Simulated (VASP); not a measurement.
Ge: single point with LDA

The system is Ge.

```
Ge
1.0
     0.00000    2.77673    2.77673
     2.77673    0.00000    2.77673
     2.77673    2.77673    0.00000
Ge
2
Direct
  0.50000 0.50000 0.50000
  0.75000 0.75000 0.75000
```

This cell differs from its parent crystal: volume scaled by 0.96.

```json
{
  "Program": "VASP 6.6.1",
  "Task": "single point",
  "Functional": "LDA",
  "Potentials or basis": "VASP PAW LDA potentials, release 64 (Ge_d)",
  "Cutoff": "520 eV",
  "k mesh": "9 × 9 × 9",
  "Occupations": "fermi-dirac, width 0.05 eV",
  "Spin": "no spin polarisation"
}
```

The pressure is 3.1 GPa and the band gap on the k mesh is 0.27 eV, indirect (least direct gap 0.37 eV).

Levels at points of the mesh, in eV from the valence-band top:
```csv
k point,band 10,band 11,band 12,band 13,band 14,band 15,band 16,band 17,band 18,band 19
"(0.00, 0.00, 0.00)",-24.72,-13.24,0.00,0.00,0.00,0.37,2.55,2.55,2.55,6.35
```

Wall time 12 s on 1 thread of Intel(R) Xeon(R) 6975P-C (Granite Rapids) (shared host), peak memory 0.15 GiB.

 A k mesh can miss the band edges.
